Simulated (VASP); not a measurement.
Al3Pd:

```
Al Pd
1.0
     4.45538    0.00000    0.00000
    -2.22769    3.85847    0.00000
     0.00000    0.00000    4.88675
Al Pd
3 1
Direct
  0.33333 0.66667 0.00000
  0.66667 0.33333 0.00000
  0.00000 0.00000 0.50000
  0.00000 0.00000 0.00000
```

The cell was generated, and may not be a known phase.

```yaml
Program: VASP 6.6.1
Task: relaxation of cell and atoms
Functional: PBE
Potentials_or_basis: VASP PAW PBE potentials, release 64 (Al, Pd)
Cutoff: 600 eV
k_mesh: 12 × 12 × 10
Occupations: gaussian, width 0.1 eV
Spin: no spin polarisation
```

At the start: pressure 0.2 GPa; volume 21.00 Å³/atom.

Where does the relaxation end?

Over 5 steps the energy falls by 2.4 meV/atom and the volume is 20.94 Å³/atom (-0.3 %); space group P6/mmm (No. 191, to 0.1 Å) before and after.

The path:
```
step  energy change (eV)  largest force (eV/Å)  pressure (GPa)  volume (Å³)
   1              0.0000                0.0000            0.19        84.01
   2             -0.0087                0.0000           -0.51        84.31
   3             -0.0090                0.0000           -0.42        84.27
   4             -0.0096                0.0000            0.11        83.63
   5             -0.0097                0.0000           -0.01        83.78
```

Final structure:
```xyz
4
Lattice="4.4787 0.0000 0.0000 -2.2393 3.8786 0.0000 0.0000 0.0000 4.8228" Properties=species:S:1:pos:R:3 pbc="T T T"
Al    0.0000    2.5858    4.8228
Al    2.2393    1.2929    0.0000
Al    0.0000    0.0000    2.4114
Pd    0.0000    0.0000    0.0000
```
